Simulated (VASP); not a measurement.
RhN:

```
Rh N
1.0
     0.00000    2.29960    2.29960
     2.29960    0.00000    2.29960
     2.29960    2.29960    0.00000
Rh N
1 1
Cartesian
  0.0000 0.0000 0.0000
  1.1498 1.1498 1.1498
```

Base run:

```yaml
Program: VASP 6.6.1
Functional: PBEsol
Potentials_or_basis: VASP PAW PBE potentials, release 64 (Rh_pv, N)
Cutoff: 520 eV
k_mesh: 12 × 12 × 12
Occupations: gaussian, width 0.05 eV
Spin: no spin polarisation
```

Its results: band gap on the k mesh zero (bands 10 and 11 overlap by 2.90 eV); pressure -8.5 GPa.

Question: The run is repeated on the same cell with these changes: functional from PBEsol to LDA; potentials or basis from VASP PAW PBE potentials, release 64 (Rh_pv, N) to VASP PAW LDA potentials, release 64 (Rh_pv, N). What comes out?

Answer: Band gap on the k mesh zero (bands 10 and 11 overlap by 2.94 eV); pressure -13.0 GPa.

Caveats: the cell stands under tension; the PAW data sets were made with another functional, which shifts forces and pressure a little (at least some runs).
